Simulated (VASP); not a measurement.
# WBrCl3O (P1) in VASP: single point with PBE+D3(BJ)

Aim: the single point of WBrCl3O with PBE+D3(BJ).

All numbers are computed with VASP 6.6.1; they aren't measurements. Logs are shortened: lines on timing, memory, paths and dates and some standing lists are left out, and cuts for length are marked.

## Step 1: The cell of the first run

The typed cell holds 6 atoms: a = 3.906 Å, b = 6.383 Å, c = 6.497 Å, α = 86.38°, β = 72.17°, γ = 72.33°.

## Step 2: Single point, PBE+D3(BJ)

INCAR

```
  ALGO = Normal
  EDIFF = 1E-6
  ENCUT = 520
  GGA = PE
  ISIF = 2
  ISMEAR = 0
  IVDW = 12
  LASPH = True
  LCHARG = False
  LREAL = False
  LWAVE = False
  NBANDS = 33
  NELM = 100
  PREC = Accurate
  SIGMA = 0.05
```

KPOINTS

```
k-points
0
Gamma
  8 6 6
```

POSCAR

```
WBrCl3O
1.0
    3.9064323425     -0.0017316811      0.0126510597
    1.9403212445      6.0798969100     -0.1281911936
    1.9698079037     -0.0672932138      6.1910776846
W Br Cl O
1 1 3 1
Direct
    0.0111066903      0.9976512350      0.9961851633
    0.8022580666      0.2028165489      0.3424451193
    0.0110845285      0.3213678268      0.8181104813
    0.1502149169      0.6751962318      0.1756905741
    0.3409464342      0.8049463517      0.6714419844
    0.5623883636      0.9980218059      0.9961276775
```

Potentials or basis: VASP PAW PBE potentials, release 64 (W_sv, Br, Cl, O).

The run is started by

```console
cat potpaw_PBE.64/W_sv/POTCAR potpaw_PBE.64/Br/POTCAR potpaw_PBE.64/Cl/POTCAR potpaw_PBE.64/O/POTCAR > POTCAR
mpirun -np 1 vasp_std > vasp.out
```

OUTCAR:

```text
EDIFF = 1E-6
   ENCUT = 520
   GGA = PE
   ISIF = 2
   ISMEAR = 0
   IVDW = 12
   LASPH = True
   LREAL = False
   NELM = 100
   PREC = Accurate
 IVDW          = 12

 ion  position               nearest neighbor table
   1  0.011  0.998  0.996-   6 1.75   6 2.15   4 2.30   3 2.30   5 2.31   2 2.46
   2  0.802  0.203  0.342-   1 2.46
   3  0.011  0.321  0.818-   1 2.30
   4  0.150  0.675  0.176-   1 2.30
   5  0.341  0.805  0.671-   1 2.31
   6  0.562  0.998  0.996-   1 1.75   1 2.15

  LATTYP: Found a triclinic cell.
 ALAT       =     6.3832927201
 B/A-ratio  =     1.3364542055
 C/A-ratio  =     0.6119808981
 COS(alpha) =     0.0024175904
 COS(beta)  =     0.3034798301
 COS(gamma) =     0.6573802911

  Lattice vectors:

 A1 = (   1.9403212445,   6.0798969100,  -0.1281911936)
 A2 = (   0.0036968057,   6.0143353773,   6.0502354313)
 A3 = (   3.9064323425,  -0.0017316811,   0.0126510597)

Analysis of symmetry for initial positions (statically):
=====================================================================
 Subroutine PRICEL returns:
 Original cell was already a primitive cell.

 Routine SETGRP: Setting up the symmetry group for a
 triclinic supercell.

 Subroutine GETGRP returns: Found  1 space group operations
 (whereof  1 operations were pure point group operations)
 out of a pool of  2 trial point group operations.

The static configuration has the point symmetry C_1 .

Analysis of symmetry for dynamics (positions and initial velocities):
=====================================================================
 Subroutine PRICEL returns:
 Original cell was already a primitive cell.

 Routine SETGRP: Setting up the symmetry group for a
 triclinic supercell.

 Subroutine GETGRP returns: Found  1 space group operations
 (whereof  1 operations were pure point group operations)
 out of a pool of  2 trial point group operations.

The dynamic configuration has the point symmetry C_1 .

 Subroutine INISYM returns: Found  1 space group operations
 (whereof  1 operations are pure point group operations),
 and found     1 'primitive' translations

----------------------------------------------------------------------------------------

                                     Primitive cell

  volume of cell :     146.8768

  direct lattice vectors                    reciprocal lattice vectors
     3.906432343 -0.001731681  0.012651060     0.256217978 -0.083506640 -0.082428239
     1.940321244  6.079896910 -0.128191194     0.000067197  0.164492275  0.001766550
     1.969807904 -0.067293214  6.191077685    -0.000522173  0.003576584  0.161727782

  length of vectors
     3.906453212  6.383292720  6.497238987     0.281807427  0.164501774  0.161768167

  position of ions in fractional coordinates (direct lattice)
     0.011106690  0.997651235  0.996185163
     0.802258067  0.202816549  0.342445119
     0.011084528  0.321367827  0.818110481
     0.150214917  0.675196232  0.175690574
     0.340946434  0.804946352  0.671441984
     0.562388364  0.998021806  0.996127677

  ion indices of the primitive-cell ions
   primitive index   ion index
                 1           1
                 2           2
                 3           3
                 4           4
                 5           5
                 6           6

----------------------------------------------------------------------------------------

 KPOINTS: k-points

Automatic generation of k-mesh.
 Grid dimensions read from file:
 generate k-points for:    8    6    6

 Generating k-lattice:

  Cartesian coordinates                     Fractional coordinates (reciprocal lattice)
     0.032027247 -0.010438330 -0.010303530     0.125000000 -0.000000000 -0.000000000
     0.000011199  0.027415379  0.000294425    -0.000000000  0.166666667 -0.000000000
    -0.000087029  0.000596097  0.026954630    -0.000000000  0.000000000  0.166666667

  Length of vectors
     0.035225928  0.027416962  0.026961361

  Shift w.r.t. Gamma in fractional coordinates (k-lattice)
     0.000000000  0.000000000  0.000000000

 Subroutine IBZKPT returns following result:
 ===========================================

 Found    148 irreducible k-points:

 Following reciprocal coordinates:
            Coordinates               Weight
  0.000000  0.000000  0.000000      1.000000
  0.125000  0.000000  0.000000      2.000000
  0.250000  0.000000  0.000000      2.000000
  0.375000 -0.000000  0.000000      2.000000
  0.500000  0.000000  0.000000      1.000000
 -0.000000  0.166667 -0.000000      2.000000
[... 16 lines left out ...]
  0.125000  0.500000 -0.000000      2.000000
  0.250000  0.500000  0.000000      2.000000
 [... further k-points ...]
   k-points           NKPTS =    148   k-points in BZ     NKDIM =    148   number of bands    NBANDS=     33
   number of dos      NEDOS =    301   number of ions     NIONS =      6
   total plane-waves  NPLWV =  69120
   dimension x,y,z NGX =    30 NGY =   48 NGZ =   48
   dimension x,y,z NGXF=    60 NGYF=   96 NGZF=   96
   ions per type =               1   1   3   1
   NGX,Y,Z   is equivalent  to a cutoff of  12.77, 12.50, 12.28 a.u.
   NGXF,Y,Z  is equivalent  to a cutoff of  25.53, 25.00, 24.56 a.u.
 SYSTEM =  unknown system
   PREC   = accura    normal or accurate (medium, high low for compatibility)
   ISTART =      0    job   : 0-new  1-cont  2-samecut
   ICHARG =      2    charge: 1-file 2-atom 10-const
   ISPIN  =      1    spin polarized calculation?
   LNONCOLLINEAR =      F non collinear calculations
   LSORBIT =      F    spin-orbit coupling
   LASPH  =      T    aspherical Exc in radial PAW
   ENCUT  =  520.0 eV  38.22 Ry    6.18 a.u.   7.26 11.87 12.08*2*pi/ulx,y,z
   NELM   =    100;   NELMIN=  2; NELMDL= -5     # of ELM steps
   EDIFF  = 0.1E-05   stopping-criterion for ELM
   LREAL  =      F    real-space projection
[... 7 lines left out ...]
   TEBEG  =    0.0;   TEEND  =   0.0 temperature during run
   PSTRESS=    0.0 pullay stress
   NELECT =      48.0000    total number of electrons
   NUPDOWN=      -1.0000    fix difference up-down
   EMIN   =  10.00;   EMAX   =-10.00  energy-range for DOS
   EFERMI =   0.00;   METHOD = LEGACY
   ISMEAR =     0;   SIGMA  =   0.05  broadening in eV -4-tet -1-fermi 0-gaus
   EFERMI_NEDOS =   21; number of points for ismear=-14 and -15
   IALGO  =     38    algorithm
   IMIX   =      4    mixing-type and parameters
     AMIX     =   0.40;   BMIX     =  1.00
     AMIX_MAG =   1.60;   BMIX_MAG =  1.00
  volume/ion in A,a.u.               =      24.48       165.20
  Fermi-wavevector in a.u.,A,eV,Ry     =   1.127641  2.130932 17.300813  1.271574
  Thomas-Fermi vector in A             =   2.264328
   LORBIT       =      0    0 simple, 1 ext, 2 COOP (PROOUT), +10 PAW based schemes
   GGA     = PE    functional components
   LHFCALC =     F    Hartree Fock is set to
   AEXX    =    0.0000 exact exchange contribution
   IVDW    =    12    specifies the selected vdW correction
   LEPSILON=     F    determine dielectric tensor
   LRPA    =     F    only Hartree local field effects (RPA)
 non-spin polarized calculation
 Gauss-broadening in eV      SIGMA  =   0.05
  energy-cutoff  :      520.00
  volume of cell :      146.88
 maximum number of plane-waves:      3982
 NGX is ok and might be reduce to    30
   NGX = 15   NGY = 23   NGZ = 25

 number of electron      47.9999998 magnetization

 Free energy of the ion-electron system (eV)
  ---------------------------------------------------
  ext. energy  EPLUGINS =         0.00000000
  ---------------------------------------------------
  free energy    TOTEN  =       -31.72612192 eV

  energy without entropy =      -31.72612192  energy(sigma->0) =      -31.72612192

 E-fermi :   0.8448     XC(G=0):  -8.5729

 val. band max:        0.3842979944   @ k =   0.0000   0.0000   0.0000
 cond. band min:       1.9652207260   @ k =   0.0000   0.0000   0.0000
 fundamental gap:      1.5809227316
 Fermi energy:         0.8447636515

 k-point     1 :       0.0000    0.0000    0.0000
  band No.  band energies     occupation
      1     -74.5390      2.00000
      2     -38.8844      2.00000
      3     -38.6341      2.00000
      4     -38.6002      2.00000
      5     -18.0747      2.00000
      6     -13.8248      2.00000
[... 25 lines left out ...]
     32       9.6993      0.00000
     33       9.7953      0.00000

 k-point     2 :       0.1250    0.0000    0.0000
  band No.  band energies     occupation
      1     -74.5390      2.00000
      2     -38.8928      2.00000
      3     -38.6337      2.00000
      4     -38.5998      2.00000
      5     -17.9268      2.00000
      6     -13.7923      2.00000
[... 25 lines left out ...]
     32       9.9400      0.00000
     33      10.2821      0.00000

 k-point     3 :       0.2500    0.0000    0.0000
  band No.  band energies     occupation
      1     -74.5388      2.00000
      2     -38.9130      2.00000
      3     -38.6328      2.00000
      4     -38.5989      2.00000
      5     -17.5422      2.00000
      6     -13.7107      2.00000
[... 25 lines left out ...]
     32      10.1852      0.00000
     33      10.5957      0.00000

 k-point     4 :       0.3750   -0.0000    0.0000
  band No.  band energies     occupation
      1     -74.5387      2.00000
      2     -38.9331      2.00000
      3     -38.6319      2.00000
      4     -38.5979      2.00000
      5     -17.1076      2.00000
      6     -13.6245      2.00000
[... 25 lines left out ...]
     32      10.0248      0.00000
     33      10.6248      0.00000

 k-point     5 :       0.5000    0.0000    0.0000
  band No.  band energies     occupation
      1     -74.5386      2.00000
      2     -38.9414      2.00000
      3     -38.6315      2.00000
      4     -38.5976      2.00000
      5     -16.9081      2.00000
      6     -13.5875      2.00000
[... 604 lines left out ...]
 k-point    22 :      -0.0000    0.5000   -0.0000
  band No.  band energies     occupation
      1     -74.5390      2.00000
      2     -38.8844      2.00000
      3     -38.6341      2.00000
      4     -38.6002      2.00000
      5     -18.0735      2.00000
      6     -13.6114      2.00000
[... 25 lines left out ...]
     32       9.2816      0.00000
     33       9.4773      0.00000

 k-point    23 :       0.1250    0.5000   -0.0000
  band No.  band energies     occupation
      1     -74.5390      2.00000
      2     -38.8928      2.00000
      3     -38.6337      2.00000
      4     -38.5998      2.00000
      5     -17.9258      2.00000
      6     -13.6104      2.00000
[... 25 lines left out ...]
     32       9.5879      0.00000
     33       9.7952      0.00000

 k-point    24 :       0.2500    0.5000    0.0000
  band No.  band energies     occupation
      1     -74.5388      2.00000
      2     -38.9130      2.00000
      3     -38.6328      2.00000
      4     -38.5989      2.00000
      5     -17.5415      2.00000
      6     -13.6013      2.00000
[... 25 lines left out ...]
     32      10.1001      0.00000
     33      10.3211      0.00000

 [... further k-points ...]

------------------------ aborting loop because EDIFF is reached ----------------------------------------

 Edisp (eV)   -1.28057

 E8    (eV) :    -0.5028

  FORCE on cell =-STRESS in cart. coord.  units (eV):
  Direction    XX          YY          ZZ          XY          YZ          ZX
  --------------------------------------------------------------------------------------
  -------------------------------------------------------------------------------------
  Total       0.66312    -0.05900    -0.03747     0.00249     0.01659     0.00711
  in kB       7.23347    -0.64364    -0.40877     0.02716     0.18098     0.07754
  external pressure =        2.06 kB  Pullay stress =        0.00 kB

 VOLUME and BASIS-vectors are now :
 -----------------------------------------------------------------------------
  energy-cutoff  :      520.00
  volume of cell :      146.88
      direct lattice vectors                 reciprocal lattice vectors
     3.906432343 -0.001731681  0.012651060     0.256217978 -0.083506640 -0.082428239
     1.940321244  6.079896910 -0.128191194     0.000067197  0.164492275  0.001766550
     1.969807904 -0.067293214  6.191077685    -0.000522173  0.003576584  0.161727782

 POSITION                                       TOTAL-FORCE (eV/Angst)
 -----------------------------------------------------------------------------------
      3.94144      5.99856      6.03971         0.400952     -0.008825     -0.014104
      4.20205      1.20867      2.10425        -0.000483      0.008672      0.015872
      2.27838      1.89881      5.02393        -0.002632     -0.000743     -0.000612
      2.24298      4.09304      1.00306        -0.002989      0.000052     -0.001027
      4.21635      4.84822      4.05808        -0.003268      0.000797      0.002134
      6.09560      5.99986      6.04628        -0.391580      0.000046     -0.002263
 -----------------------------------------------------------------------------------
    total drift:                                0.000778      0.000086      0.000640

  FREE ENERGIE OF THE ION-ELECTRON SYSTEM (eV)
  ---------------------------------------------------
  free  energy   TOTEN  =       -33.0066946689 eV

  energy  without entropy=      -33.0066946689  energy(sigma->0) =      -33.00669467
```

Wall time 20 min (1 thread of Intel Xeon 8259CL, shared host); peak memory 0.76 GiB.

What came out:

- Free energy: -33.0067 eV
- Pressure: 0.2 GPa
- Largest force: 0.401 eV/Å
- Band gap on the k mesh: 1.58 eV
- Dispersion energy per atom: -0.213 eV

Forces on the atoms (eV/Å):
```
W    0.401 -0.009 -0.014
Br   0.000  0.009  0.016
Cl  -0.003 -0.001 -0.001
Cl  -0.003  0.000 -0.001
Cl  -0.003  0.001  0.002
O   -0.392  0.000 -0.002
```

Stress tensor (GPa, compression positive):
```
 0.72  0.00  0.01
 0.00 -0.06  0.02
 0.01  0.02 -0.04
```

Caveat: spin-orbit coupling is left out, which moves the levels of the heavy elements. A k mesh can miss the band edges.
